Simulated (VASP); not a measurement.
# ScTiSe4 (P4/mmm) in VASP: relaxation of cell and atoms with PBE

Aim: the relaxation of cell and atoms of ScTiSe4 with PBE.

Everything below comes from runs of VASP 6.6.1. Logs are shortened: lines on timing, memory, paths and dates and some standing lists are left out, and cuts for length are marked.

## (1) The cell of the first run

The structure is tetragonal, space group P4/mmm (No. 123). The conventional cell has a = 4.647 Å, b = 4.647 Å, c = 6.211 Å, α = 90.00°, β = 90.00°, γ = 90.00°. Sc (site symmetry 4/mmm) has 8 Se at 2.82 Å within 3.7 Å. Ti (site symmetry 4/mmm) has 8 Se at 2.77 Å within 3.7 Å. Within 3.7 Å of Se (site symmetry 2mm) lie 2 Ti at 2.77 Å and 2 Sc at 2.82 Å and 6 Se at 3.02 to 3.29 Å.

The cell was generated, and may not be a known phase.

## (2) Relaxation of cell and atoms, PBE

INCAR reads:

```
SYSTEM = ScTiSe4
PREC     = Accurate       ! precision mode
ENCUT    = 600            ! plane-wave cutoff, eV
EDIFF    = 1E-6           ! SCF threshold, eV
ISMEAR   = 0              ! smearing method
SIGMA    = 0.1            ! smearing width, eV
LREAL    = .FALSE.        ! projectors in reciprocal space
LASPH    = .TRUE.         ! aspherical terms in the spheres
NELM     = 80             ! most SCF steps
ALGO     = Normal         ! electronic algorithm
ISIF     = 3              ! what is computed and relaxed
LWAVE    = .FALSE.        ! write WAVECAR
LCHARG   = .FALSE.        ! write CHGCAR
GGA      = PE             ! functional
IBRION   = 2              ! ionic algorithm
NSW      = 100            ! ionic steps
EDIFFG   = -0.01          ! ionic threshold
```

KPOINTS reads:

```
Automatic mesh
0
G
  8 8 6
  0 0 0
```

POSCAR reads:

```
ScTiSe4
1.0
    4.6467620180      0.0000000000      0.0000000000
    0.0000000000      4.6467620180      0.0000000000
    0.0000000000      0.0000000000      6.2113358677
Sc Ti Se
1 1 4
Direct
    0.5000000000      0.5000000000      0.5000000000
    0.0000000000      0.0000000000      0.0000000000
    0.5000000000      0.0000000000      0.7567296734
    0.0000000000      0.5000000000      0.2432703266
    0.5000000000      0.0000000000      0.2432703266
    0.0000000000      0.5000000000      0.7567296734
```

Potentials or basis: VASP PAW PBE potentials, release 64 (Sc_sv, Ti_sv, Se).

Started as:

```
cat potpaw_PBE.64/Sc_sv/POTCAR potpaw_PBE.64/Ti_sv/POTCAR potpaw_PBE.64/Se/POTCAR > POTCAR
mpirun -np 1 vasp_std > vasp.out
```

OUTCAR:

```text
SYSTEM = ScTiSe4
   PREC = Accurate
   ENCUT = 600
   EDIFF = 1E-6
   ISMEAR = 0
   LREAL = .FALSE.
   LASPH = .TRUE.
   NELM = 80
   ISIF = 3
   GGA = PE
   IBRION = 2
   NSW = 100
   EDIFFG = -0.01

 ion  position               nearest neighbor table
   1  0.500  0.500  0.500-   3 2.82   4 2.82   5 2.82   6 2.82   3 2.82   5 2.82   4 2.82   6 2.82

   2  0.000  0.000  0.000-   3 2.77   4 2.77   5 2.77   6 2.77   4 2.77   6 2.77   3 2.77   5 2.77

   3  0.500  0.000  0.757-   2 2.77   2 2.77   1 2.82   1 2.82
   4  0.000  0.500  0.243-   2 2.77   2 2.77   1 2.82   1 2.82
   5  0.500  0.000  0.243-   2 2.77   2 2.77   1 2.82   1 2.82
   6  0.000  0.500  0.757-   2 2.77   2 2.77   1 2.82   1 2.82

  LATTYP: Found a simple tetragonal cell.
 ALAT       =     4.6467620180
 C/A-ratio  =     1.3367019537

  Lattice vectors:

 A1 = (   4.6467620180,   0.0000000000,   0.0000000000)
 A2 = (   0.0000000000,   4.6467620180,   0.0000000000)
 A3 = (   0.0000000000,   0.0000000000,   6.2113358677)

Analysis of symmetry for initial positions (statically):
=====================================================================
 Subroutine PRICEL returns:
 Original cell was already a primitive cell.

 Routine SETGRP: Setting up the symmetry group for a
 simple tetragonal supercell.

 Subroutine GETGRP returns: Found 16 space group operations
 (whereof 16 operations were pure point group operations)
 out of a pool of 16 trial point group operations.

The static configuration has the point symmetry D_4h.

Analysis of symmetry for dynamics (positions and initial velocities):
=====================================================================
 Subroutine PRICEL returns:
 Original cell was already a primitive cell.

 Routine SETGRP: Setting up the symmetry group for a
 simple tetragonal supercell.

 Subroutine GETGRP returns: Found 16 space group operations
 (whereof 16 operations were pure point group operations)
 out of a pool of 16 trial point group operations.

The dynamic configuration has the point symmetry D_4h.

 Subroutine INISYM returns: Found 16 space group operations
 (whereof 16 operations are pure point group operations),
 and found     1 'primitive' translations

----------------------------------------------------------------------------------------

                                     Primitive cell

  volume of cell :     134.1176

  direct lattice vectors                    reciprocal lattice vectors
     4.646762018  0.000000000  0.000000000     0.215203618  0.000000000  0.000000000
     0.000000000  4.646762018  0.000000000     0.000000000  0.215203618  0.000000000
     0.000000000  0.000000000  6.211335868     0.000000000  0.000000000  0.160995963

  length of vectors
     4.646762018  4.646762018  6.211335868     0.215203618  0.215203618  0.160995963

  position of ions in fractional coordinates (direct lattice)
     0.500000000  0.500000000  0.500000000
     0.000000000  0.000000000  0.000000000
     0.500000000  0.000000000  0.756729673
     0.000000000  0.500000000  0.243270327
     0.500000000  0.000000000  0.243270327
     0.000000000  0.500000000  0.756729673

  ion indices of the primitive-cell ions
   primitive index   ion index
                 1           1
                 2           2
                 3           3
                 4           4
                 5           5
                 6           6

----------------------------------------------------------------------------------------

 KPOINTS: Automatic mesh

Automatic generation of k-mesh.
 Grid dimensions read from file:
 generate k-points for:    8    8    6

 Generating k-lattice:

  Cartesian coordinates                     Fractional coordinates (reciprocal lattice)
     0.026900452  0.000000000  0.000000000     0.125000000  0.000000000  0.000000000
     0.000000000  0.026900452  0.000000000     0.000000000  0.125000000  0.000000000
     0.000000000  0.000000000  0.026832661     0.000000000  0.000000000  0.166666667

  Length of vectors
     0.026900452  0.026900452  0.026832661

  Shift w.r.t. Gamma in fractional coordinates (k-lattice)
     0.000000000  0.000000000  0.000000000

 Subroutine IBZKPT returns following result:
 ===========================================

 Found     60 irreducible k-points:

 Following reciprocal coordinates:
            Coordinates               Weight
  0.000000  0.000000  0.000000      1.000000
  0.125000  0.000000  0.000000      4.000000
  0.250000  0.000000  0.000000      4.000000
  0.375000  0.000000  0.000000      4.000000
  0.500000  0.000000  0.000000      2.000000
  0.125000  0.125000  0.000000      4.000000
[... 16 lines left out ...]
  0.375000  0.125000  0.166667     16.000000
  0.500000  0.125000  0.166667      8.000000
 [... further k-points ...]
   k-points           NKPTS =     60   k-points in BZ     NKDIM =     60   number of bands    NBANDS=     28
   number of dos      NEDOS =    301   number of ions     NIONS =      6
   total plane-waves  NPLWV =  80000
   dimension x,y,z NGX =    40 NGY =   40 NGZ =   50
   dimension x,y,z NGXF=    80 NGYF=   80 NGZF=  100
   ions per type =               1   1   4
   NGX,Y,Z   is equivalent  to a cutoff of  14.31, 14.31, 13.38 a.u.
   NGXF,Y,Z  is equivalent  to a cutoff of  28.62, 28.62, 26.76 a.u.
 SYSTEM =  ScTiSe4
   PREC   = accura    normal or accurate (medium, high low for compatibility)
   ISTART =      0    job   : 0-new  1-cont  2-samecut
   ICHARG =      2    charge: 1-file 2-atom 10-const
   ISPIN  =      1    spin polarized calculation?
   LNONCOLLINEAR =      F non collinear calculations
   LSORBIT =      F    spin-orbit coupling
   LASPH  =      T    aspherical Exc in radial PAW
   ENCUT  =  600.0 eV  44.10 Ry    6.64 a.u.   9.28  9.28 12.41*2*pi/ulx,y,z
   NELM   =     80;   NELMIN=  2; NELMDL= -5     # of ELM steps
   EDIFF  = 0.1E-05   stopping-criterion for ELM
   LREAL  =      F    real-space projection
   EDIFFG = -.1E-01   stopping-criterion for IOM
   NSW    =    100    number of steps for IOM
   IBRION =      2    ionic relax: 0-MD 1-quasi-New 2-CG
   NFREE  =      1    steps in history (QN), initial steepest desc. (CG)
   ISIF   =      3    stress and relaxation
   ISYM   =      2    0-nonsym 1-usesym 2-fastsym
   POTIM  = 0.5000    time-step for ionic-motion
   TEBEG  =    0.0;   TEEND  =   0.0 temperature during run
   PSTRESS=    0.0 pullay stress
   NELECT =      47.0000    total number of electrons
   NUPDOWN=      -1.0000    fix difference up-down
   EMIN   =  10.00;   EMAX   =-10.00  energy-range for DOS
   EFERMI =   0.00;   METHOD = LEGACY
   ISMEAR =     0;   SIGMA  =   0.10  broadening in eV -4-tet -1-fermi 0-gaus
   EFERMI_NEDOS =   21; number of points for ismear=-14 and -15
   IALGO  =     38    algorithm
   IMIX   =      4    mixing-type and parameters
     AMIX     =   0.40;   BMIX     =  1.00
     AMIX_MAG =   1.60;   BMIX_MAG =  1.00
  volume/ion in A,a.u.               =      22.35       150.85
  Fermi-wavevector in a.u.,A,eV,Ry     =   1.154194  2.181110 18.125190  1.332164
  Thomas-Fermi vector in A             =   2.290832
   LORBIT       =      0    0 simple, 1 ext, 2 COOP (PROOUT), +10 PAW based schemes
   GGA     = PE    functional components
   LHFCALC =     F    Hartree Fock is set to
   AEXX    =    0.0000 exact exchange contribution
   IVDW    =     0    specifies the selected vdW correction
   LEPSILON=     F    determine dielectric tensor
   LRPA    =     F    only Hartree local field effects (RPA)
 conjugate gradient relaxation of ions
 non-spin polarized calculation
 Gauss-broadening in eV      SIGMA  =   0.10
  energy-cutoff  :      600.00
  volume of cell :      134.12
 maximum number of plane-waves:      4525
 NGX is ok and might be reduce to    40
   NGX = 19   NGY = 19   NGZ = 25

--------------------------------------- Ionic step        1  -------------------------------------------

 number of electron      46.9999997 magnetization

 Free energy of the ion-electron system (eV)
  ---------------------------------------------------
  ext. energy  EPLUGINS =         0.00000000
  ---------------------------------------------------
  free energy    TOTEN  =       -33.68440447 eV

  energy without entropy =      -33.67274269  energy(sigma->0) =      -33.67857358

------------------------ aborting loop because EDIFF is reached ----------------------------------------

  FORCE on cell =-STRESS in cart. coord.  units (eV):
  Direction    XX          YY          ZZ          XY          YZ          ZX
  --------------------------------------------------------------------------------------
  -------------------------------------------------------------------------------------
  Total       -0.3272552     -0.3272552      0.8252938      0.0000000      0.0000000      0.0000000
  in kB       -3.9094108     -3.9094108      9.8590094      0.0000000      0.0000000      0.0000000
  external PRESSURE =       0.6800626 kB  Pullay stress =       0.0000000 kB
[... 305 lines left out ...]
  energy  without entropy=      -33.7083207243  energy(sigma->0) =      -33.71030555

--------------------------------------- Ionic step        9  -------------------------------------------

 number of electron      47.0000007 magnetization

 Free energy of the ion-electron system (eV)
  ---------------------------------------------------
  ext. energy  EPLUGINS =         0.00000000
  ---------------------------------------------------
  free energy    TOTEN  =       -33.71250917 eV

  energy without entropy =      -33.70852538  energy(sigma->0) =      -33.71051727

 E-fermi :   4.6547     XC(G=0):  -9.8435

 val. band max:        4.6403672192   @ k =   0.3750   0.3750   0.5000
 cond. band min:       4.6617701510   @ k =   0.3750   0.0000   0.0000
 fundamental gap:      0.0214029318
 Fermi energy:         4.6546828338

 k-point     1 :       0.0000    0.0000    0.0000
  band No.  band energies     occupation
      1     -53.4047      2.00000
      2     -45.1517      2.00000
      3     -29.6250      2.00000
      4     -29.6250      2.00000
      5     -29.6193      2.00000
      6     -23.7743      2.00000
[... 733 lines left out ...]
     27       6.1592      0.00000
     28       6.2038      0.00000

 [... further k-points ...]

------------------------ aborting loop because EDIFF is reached ----------------------------------------

  FORCE on cell =-STRESS in cart. coord.  units (eV):
  Direction    XX          YY          ZZ          XY          YZ          ZX
  --------------------------------------------------------------------------------------
  -------------------------------------------------------------------------------------
  Total        0.0050404      0.0050404      0.0043862      0.0000000     -0.0000000      0.0000000
  in kB        0.0600921      0.0600921      0.0522925      0.0000000     -0.0000000      0.0000000
  external PRESSURE =       0.0574922 kB  Pullay stress =       0.0000000 kB
[... 21 lines left out ...]
  FREE ENERGIE OF THE ION-ELECTRON SYSTEM (eV)
  ---------------------------------------------------
  free  energy   TOTEN  =       -33.7125091654 eV

  energy  without entropy=      -33.7085253789  energy(sigma->0) =      -33.71051727

 reached required accuracy - stopping structural energy minimisation
```

Run time: 22 min. Hardware: 1 thread of Intel Xeon 8259CL, shared host; peak memory 0.49 GiB.

What came out:

* Free energy: -33.7125 eV
* Relaxed volume: 22.40 Å³/atom
* Relaxed cell: a = 4.566 Å, b = 4.566 Å, c = 6.446 Å, α = 90.00°, β = 90.00°, γ = 90.00°
* Space group after relaxing (to 0.1 Å): P4/mmm (No. 123)
* Energy gained by relaxing: 4.7 meV/atom
* Ionic steps: 9
* Pressure after relaxing: 0.0 GPa
* Band gap on the k mesh: zero (an odd number of electrons rules out a gap without spin polarisation)

Forces in eV/Å, atoms in the order of the input:
```
Sc   0.000  0.000  0.000
Ti   0.000  0.000  0.000
Se   0.000  0.000  0.002
Se   0.000  0.000 -0.002
Se   0.000  0.000 -0.002
Se   0.000  0.000  0.002
```

Step by step:
```csv
step,energy change (eV),largest force (eV/Å),pressure (GPa),volume (Å³)
1,0.0000,0.0264,0.07,134.12
2,-0.0069,0.0279,-0.03,134.30
3,-0.0230,0.0340,-0.25,134.79
4,-0.0034,0.0539,-0.64,135.59
5,-0.0268,0.0363,-0.35,135.02
6,-0.0269,0.0389,-0.39,135.07
7,-0.0242,0.0024,0.75,133.11
8,-0.0279,0.0270,-0.01,134.41
9,-0.0281,0.0023,0.01,134.39
```

Final structure:
```
CELL_PARAMETERS angstrom
4.56597 0.00000 0.00000
0.00000 4.56597 0.00000
0.00000 0.00000 6.44600
ATOMIC_POSITIONS crystal
Sc 0.50000 0.50000 0.50000
Ti 0.00000 0.00000 0.00000
Se 0.50000 0.00000 0.75854
Se 0.00000 0.50000 0.24146
Se 0.50000 0.00000 0.24146
Se 0.00000 0.50000 0.75854
```

Caveat: an odd number of electrons without spin polarisation forces a metal; a magnetic or distorted state may lie lower.

The gap in the log of VASP goes by the Fermi energy; the results here count the filled bands.